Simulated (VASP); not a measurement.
KCl, 2 atoms in the cell. Symmetry: P4/mmm, No. 123, tetragonal system. The conventional cell has a = 3.897 Å, b = 3.897 Å, c = 3.782 Å, α = 90.00°, β = 90.00°, γ = 90.00°. Within 4.4 Å of K (site symmetry 4/mmm) lie 8 Cl at 3.34 Å and 6 K at 3.78 to 3.90 Å. Cl (site symmetry 4/mmm) has 8 K at 3.34 Å and 6 Cl at 3.78 to 3.90 Å within 4.4 Å.  This cell differs from its parent crystal: strain +0.015 along x and y, -0.015 along z.

| Quantity | Value |
| --- | --- |
| Program | VASP 6.6.1 |
| Task | single point |
| Functional | PBE |
| Potentials or basis | VASP PAW PBE potentials, release 64 (K_sv, Cl) |
| Cutoff | 520 eV |
| k mesh | 6 × 6 × 6 |
| Occupations | gaussian, width 0.05 eV |
| Spin | no spin polarisation |
| Dipole correction | no |
| Further INCAR settings | ALGO = Normal; EDIFF = 1e-07; NBANDS = 15 |

Potentials or basis: VASP PAW PBE potentials, release 64 (K_sv, Cl).

Command:

```bash
$ cat potpaw_PBE.64/K_sv/POTCAR potpaw_PBE.64/Cl/POTCAR > POTCAR
$ mpirun -np 1 vasp_std > vasp.out
```

Hardware: 1 thread of Intel(R) Xeon(R) Platinum 8375C CPU @ 2.90GHz (Ice Lake), on a shared host.

Question: Estimate the wall time of this run.

Answer: Wall time 20 s on 1 thread of Intel(R) Xeon(R) Platinum 8375C CPU @ 2.90GHz (Ice Lake), on a shared host, peak memory 0.18 GiB. Counts: scf iterations 13, k points 40.
